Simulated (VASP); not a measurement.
A run of VASP 6.6.1:

The input INCAR:

```
  ALGO = Normal
  EDIFF = 1E-7
  ENCUT = 520
  GGA = PE
  ISIF = 2
  ISMEAR = -1
  LASPH = T
  LCHARG = T
  LELF = T
  LREAL = F
  LVHAR = T
  LWAVE = F
  NBANDS = 8
  NELM = 100
  PREC = Accurate
  SIGMA = 0.08
```

Contents of KPOINTS:

```
k-points
0
Gamma
  22 22 20
```

The input POSCAR:

```
B
1.0
    1.7016040889      0.0000000000      0.0000000000
   -0.8508020444      1.4736323681      0.0000000000
    0.0000000000      0.0000000000      3.2496292989
B
1
Direct
    0.0000000000      0.0000000000      0.0000000000
```

Potentials or basis: VASP PAW PBE potentials, release 64 (B).

Command:

```console
$ cat potpaw_PBE.64/B/POTCAR > POTCAR
$ mpirun -np 1 vasp_std > vasp.out
```

Hardware: 1 thread of AMD EPYC 7R43 64-Core Processor (Zen 3) (shared host).

Q: How long does it take, and how much memory?

A: It took 33 s on 1 thread of AMD EPYC 7R43 64-Core Processor (Zen 3), with other jobs on the host, peak memory 0.1 GiB. Counts: scf iterations 12, k points 572.
